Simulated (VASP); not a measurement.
# VRu (Pm-3m) in VASP: notebook

VRu is run at these levels: LDA; tasks: single point.

Everything below comes from runs of VASP 6.6.1. Logs are shortened: lines on timing, memory, paths and dates and some standing lists are left out, and cuts for length are marked.

## 1. The cell of the first run

It takes space group Pm-3m (No. 221, cubic). The conventional cell has a = 2.990 Å, b = 2.990 Å, c = 2.990 Å, α = 90.00°, β = 90.00°, γ = 90.00°. Within 3.4 Å of V (site symmetry m-3m) lie 8 Ru at 2.59 Å and 6 V at 2.99 Å. Within 3.4 Å of Ru (site symmetry m-3m) lie 8 V at 2.59 Å and 6 Ru at 2.99 Å.

## 2. Single point, LDA, collinear spin, zero start

File INCAR:

```
  ALGO = Normal
  EDIFF = 1E-6
  ENCUT = 520
  GGA = CA
  ISIF = 2
  ISMEAR = -1
  ISPIN = 2
  LASPH = True
  LCHARG = False
  LMAXMIX = 4
  LORBIT = 11
  LREAL = False
  LWAVE = False
  MAGMOM = 0 0
  NBANDS = 24
  NELM = 150
  NUPDOWN = 0.0
  PREC = Accurate
  SIGMA = 0.05
```

File KPOINTS:

```
k-points
0
Gamma
  10 10 10
```

File POSCAR:

```
VRu
1.0
    2.9900000000      0.0000000000      0.0000000000
    0.0000000000      2.9900000000      0.0000000000
    0.0000000000      0.0000000000      2.9900000000
V Ru
1 1
Direct
    0.5000000000      0.5000000000      0.5000000000
    0.0000000000      0.0000000000      0.0000000000
```

Potentials or basis: VASP PAW LDA potentials, release 64 (V_sv, Ru_pv).

On the command line:

```console
cat potpaw_LDA.64/V_sv/POTCAR potpaw_LDA.64/Ru_pv/POTCAR > POTCAR
mpirun -np 1 vasp_std > vasp.out
```

OUTCAR:

```text
EDIFF = 1E-6
   ENCUT = 520
   GGA = CA
   ISIF = 2
   ISMEAR = -1
   ISPIN = 2
   LASPH = True
   LORBIT = 11
   LREAL = False
   NELM = 150
   NUPDOWN = 0.0
   PREC = Accurate

 ion  position               nearest neighbor table
   1  0.500  0.500  0.500-   2 2.59   2 2.59   2 2.59   2 2.59   2 2.59   2 2.59   2 2.59   2 2.59

   2  0.000  0.000  0.000-   1 2.59   1 2.59   1 2.59   1 2.59   1 2.59   1 2.59   1 2.59   1 2.59

  LATTYP: Found a simple cubic cell.
 ALAT       =     2.9900000000

  Lattice vectors:

 A1 = (   2.9900000000,   0.0000000000,   0.0000000000)
 A2 = (   0.0000000000,   2.9900000000,   0.0000000000)
 A3 = (   0.0000000000,   0.0000000000,   2.9900000000)

Analysis of symmetry for initial positions (statically):
=====================================================================
 Subroutine PRICEL returns:
 Original cell was already a primitive cell.

 Routine SETGRP: Setting up the symmetry group for a
 simple cubic supercell.

 Subroutine GETGRP returns: Found 48 space group operations
 (whereof 48 operations were pure point group operations)
 out of a pool of 48 trial point group operations.

The static configuration has the point symmetry O_h .

Analysis of symmetry for dynamics (positions and initial velocities):
=====================================================================
 Subroutine PRICEL returns:
 Original cell was already a primitive cell.

 Routine SETGRP: Setting up the symmetry group for a
 simple cubic supercell.

 Subroutine GETGRP returns: Found 48 space group operations
 (whereof 48 operations were pure point group operations)
 out of a pool of 48 trial point group operations.

The dynamic configuration has the point symmetry O_h .

Analysis of structural, dynamic, and magnetic symmetry:
=====================================================================
 Subroutine PRICEL returns:
 Original cell was already a primitive cell.

 Routine SETGRP: Setting up the symmetry group for a
 simple cubic supercell.

 Subroutine GETGRP returns: Found 48 space group operations
 (whereof 48 operations were pure point group operations)
 out of a pool of 48 trial point group operations.

The overall configuration has the point symmetry O_h .

 Subroutine INISYM returns: Found 48 space group operations
 (whereof 48 operations are pure point group operations),
 and found     1 'primitive' translations

----------------------------------------------------------------------------------------
[... 116 lines left out ...]
  Thomas-Fermi vector in A             =   2.732853
   LORBIT       =     11    0 simple, 1 ext, 2 COOP (PROOUT), +10 PAW based schemes
   GGA     = CA    functional components
   LHFCALC =     F    Hartree Fock is set to
   AEXX    =    0.0000 exact exchange contribution
   IVDW    =     0    specifies the selected vdW correction
   LEPSILON=     F    determine dielectric tensor
   LRPA    =     F    only Hartree local field effects (RPA)
 spin polarized calculation
  energy-cutoff  :      520.00
  volume of cell :       26.73
 maximum number of plane-waves:       739
 NGX is ok and might be reduce to    24
   NGX = 11   NGY = 11   NGZ = 11

 number of electron      26.9999991 magnetization      -0.0000000

 number of electron      26.9999991 magnetization       0.0000000

 Free energy of the ion-electron system (eV)
  ---------------------------------------------------
  ext. energy  EPLUGINS =         0.00000000
  ---------------------------------------------------
  free energy    TOTEN  =       -21.03121735 eV

  energy without entropy =      -21.00449037  energy(sigma->0) =      -21.01785386

 E-fermi :  11.9686     XC(G=0): -13.8896

 val. band max:       11.8984453241   @ k =   0.4000   0.1000   0.1000
 cond. band min:      11.9714834263   @ k =   0.4000   0.2000   0.1000
 fundamental gap:      0.0730381021
 Fermi energy:        11.9686416012

 spin component 1

 k-point     1 :       0.0000    0.0000    0.0000
  band No.  band energies     occupation
      1     -52.1142      1.00000
      2     -31.0719      1.00000
      3     -31.0719      1.00000
      4     -31.0719      1.00000
      5     -26.2677      1.00000
      6     -26.2677      1.00000
[... 637 lines left out ...]
     23      28.2419      0.00000
     24      29.7100      0.00000

 [... further k-points ...]

 spin component 2

 k-point     1 :       0.0000    0.0000    0.0000
  band No.  band energies     occupation
      1     -52.1142      1.00000
      2     -31.0719      1.00000
      3     -31.0719      1.00000
      4     -31.0719      1.00000
      5     -26.2677      1.00000
      6     -26.2677      1.00000
[... 637 lines left out ...]
     23      28.2419      0.00000
     24      29.7100      0.00000

 [... further k-points ...]

------------------------ aborting loop because EDIFF is reached ----------------------------------------

  FORCE on cell =-STRESS in cart. coord.  units (eV):
  Direction    XX          YY          ZZ          XY          YZ          ZX
  --------------------------------------------------------------------------------------
  -------------------------------------------------------------------------------------
  Total       -1.7469847     -1.7469847     -1.7469847      0.0000000      0.0000000      0.0000000
  in kB     -104.7095068   -104.7095068   -104.7095068      0.0000000      0.0000000      0.0000000
  external PRESSURE =    -104.7095068 kB  Pullay stress =       0.0000000 kB

 VOLUME and BASIS-vectors are now :
 -----------------------------------------------------------------------------
  energy-cutoff  :      520.00
  volume of cell :       26.73
      direct lattice vectors                 reciprocal lattice vectors
     2.990000000  0.000000000  0.000000000     0.334448161  0.000000000  0.000000000
     0.000000000  2.990000000  0.000000000     0.000000000  0.334448161  0.000000000
     0.000000000  0.000000000  2.990000000     0.000000000  0.000000000  0.334448161

 POSITION                                       TOTAL-FORCE (eV/Angst)
 -----------------------------------------------------------------------------------
      1.49500      1.49500      1.49500         0.000000      0.000000      0.000000
      0.00000      0.00000      0.00000         0.000000      0.000000      0.000000
 -----------------------------------------------------------------------------------
    total drift:                                0.000000      0.000000     -0.000000

  FREE ENERGIE OF THE ION-ELECTRON SYSTEM (eV)
  ---------------------------------------------------
  free  energy   TOTEN  =       -21.0312173499 eV

  energy  without entropy=      -21.0044903666  energy(sigma->0) =      -21.01785386

 total charge

# of ion       s       p       d       tot
------------------------------------------
    1        2.335   6.261   3.033  11.629
    2        0.417   6.299   6.012  12.728
--------------------------------------------------
tot          2.752  12.560   9.045  24.357

 magnetization (x)

# of ion       s       p       d       tot
------------------------------------------
    1        0.000   0.000  -0.000  -0.000
    2        0.000  -0.000  -0.000  -0.000
--------------------------------------------------
tot          0.000  -0.000  -0.000  -0.000
```

stdout:

```text
POSCAR found type information on POSCAR V Ru
 POSCAR found :  2 types and       2 ions
 scaLAPACK will be used
 LDA part: xc-table for (Slater(with rela. corr.)+CA(PZ))
 , standard interpolation
 POSCAR, INCAR and KPOINTS ok, starting setup
 FFT: planning ... GRIDC
 FFT: planning ... GRID_SOFT
 FFT: planning ... GRID
 WAVECAR not read
 entering main loop
```

Run time: 59 s. Hardware: 1 thread of Intel Xeon 8259CL, shared host; peak memory 0.17 GiB.

Results:

```
Free energy                                           : -21.0312 eV
Pressure                                              : -10.5 GPa
Net moment                                            : 0.00 μB per cell
Valence electrons inside the program's atomic spheres : V 11.63; Ru 12.73
```

Caveat: the total moment is fixed, so each spin has its own Fermi level.

## 3. Single point, LDA, collinear spin, ferromagnetic start

File INCAR:

```
SYSTEM = VRu
PREC     = Accurate       ! precision mode
ENCUT    = 520            ! plane-wave cutoff, eV
EDIFF    = 1E-6           ! SCF threshold, eV
ISMEAR   = -1             ! smearing method
SIGMA    = 0.05           ! smearing width, eV
LREAL    = .False.        ! projectors in reciprocal space
LASPH    = .True.         ! aspherical terms in the spheres
NELM     = 150            ! most SCF steps
ALGO     = Normal         ! electronic algorithm
ISIF     = 2              ! what is computed and relaxed
LWAVE    = .False.        ! write WAVECAR
LCHARG   = .False.        ! write CHGCAR
ISPIN    = 2              ! spin polarisation
MAGMOM   = 0.28 0.01      ! initial moments
LORBIT   = 11             ! projections on sites
NUPDOWN  = 0.3            ! fixed moment
LMAXMIX  = 4              ! l up to which the mixer works
GGA      = CA             ! functional
NBANDS   = 24             ! bands
```

File KPOINTS:

```
Automatic mesh
0
Gamma
  10 10 10
  0 0 0
```

POSCAR is that of step 2.

Potentials or basis: VASP PAW LDA potentials, release 64 (V_sv, Ru_pv).

On the command line:

```console
cat potpaw_LDA.64/V_sv/POTCAR potpaw_LDA.64/Ru_pv/POTCAR > POTCAR
mpirun -np 1 vasp_std > vasp.out
```

Run time: 67 s. Hardware: 1 thread of Intel Xeon 8259CL, shared host; peak memory 0.17 GiB.

It converged, with:

- Free energy: -21.0286 eV
- Pressure: -10.5 GPa
- Net moment: 0.30 μB per cell
- Site moments: V +0.26; Ru +0.01 μB
- Valence electrons inside the program's atomic spheres: V 11.63; Ru 12.73

Caveat: the total moment is fixed, so each spin has its own Fermi level.

## 4. Single point, LDA, collinear spin, ferromagnetic start

File INCAR:

```
  PREC = Accurate
  ENCUT = 520
  EDIFF = 1E-6
  ISMEAR = -1
  SIGMA = 0.05
  LREAL = False
  LASPH = True
  NELM = 150
  ALGO = Normal
  ISIF = 2
  LWAVE = False
  LCHARG = False
  ISPIN = 2
  MAGMOM = 0.58 0.01
  LORBIT = 11
  NUPDOWN = 0.6
  LMAXMIX = 4
  GGA = CA
  NBANDS = 24
```

File KPOINTS:

```
Automatic mesh
0
Gamma
  10 10 10
```

POSCAR is that of step 3.

On the command line:

```console
cat potpaw_LDA.64/V_sv/POTCAR potpaw_LDA.64/Ru_pv/POTCAR > POTCAR
mpirun -np 1 vasp_std > vasp.out
```

Wall time 82 s (1 thread of Intel Xeon 8259CL, shared host); peak memory 0.17 GiB.

It converged, with:

```
Free energy                                           : -21.0188 eV
Pressure                                              : -9.9 GPa
Net moment                                            : 0.60 μB per cell
Site moments                                          : V +0.54; Ru +0.01 μB
Valence electrons inside the program's atomic spheres : V 11.63; Ru 12.73
```

Caveat: the total moment is fixed, so each spin has its own Fermi level.

## 5. Single point, LDA, collinear spin, ferromagnetic start

File INCAR:

```
SYSTEM = VRu
  ALGO = Normal
  EDIFF = 1E-6
  ENCUT = 520
  GGA = CA
  ISIF = 2
  ISMEAR = -1
  ISPIN = 2
  LASPH = .True.
  LCHARG = .False.
  LMAXMIX = 4
  LORBIT = 11
  LREAL = .False.
  LWAVE = .False.
  MAGMOM = 0.84 0.02
  NBANDS = 24
  NELM = 150
  NUPDOWN = 0.9
  PREC = Accurate
  SIGMA = 0.05
```

File KPOINTS:

```
k-points
0
Gamma
  10 10 10
  0 0 0
```

POSCAR is that of step 4.

On the command line:

```console
cat potpaw_LDA.64/V_sv/POTCAR potpaw_LDA.64/Ru_pv/POTCAR > POTCAR
mpirun -np 1 vasp_std > vasp.out
```

It took 82 s on 1 thread of Intel Xeon 8259CL, shared host; peak memory 0.17 GiB.

It converged, with:

```
Free energy                                           : -20.9920 eV
Pressure                                              : -9.0 GPa
Net moment                                            : 0.90 μB per cell
Site moments                                          : V +0.78; Ru +0.03 μB
Valence electrons inside the program's atomic spheres : V 11.63; Ru 12.73
```

Caveat: the total moment is fixed, so each spin has its own Fermi level.

## 6. Overview

```csv
spin,fixed moment (μB),pressure (GPa),moment (μB)
"collinear, zero start",0.0,-10.5,0.00
"collinear, ferromagnetic start",0.3,-10.5,0.30
"collinear, ferromagnetic start",0.6,-9.9,0.60
"collinear, ferromagnetic start",0.9,-9.0,0.90
```

Alike in all rows: task single point; level LDA; potentials or basis VASP PAW LDA potentials, release 64 (V_sv, Ru_pv); cell as given; k mesh 10 × 10 × 10; cutoff (eV) 520; smearing fermi-dirac 0.05 eV.

Caveats: the total moment is fixed, so each spin has its own Fermi level.

Absolute energies hang on the potentials; compare differences alone.
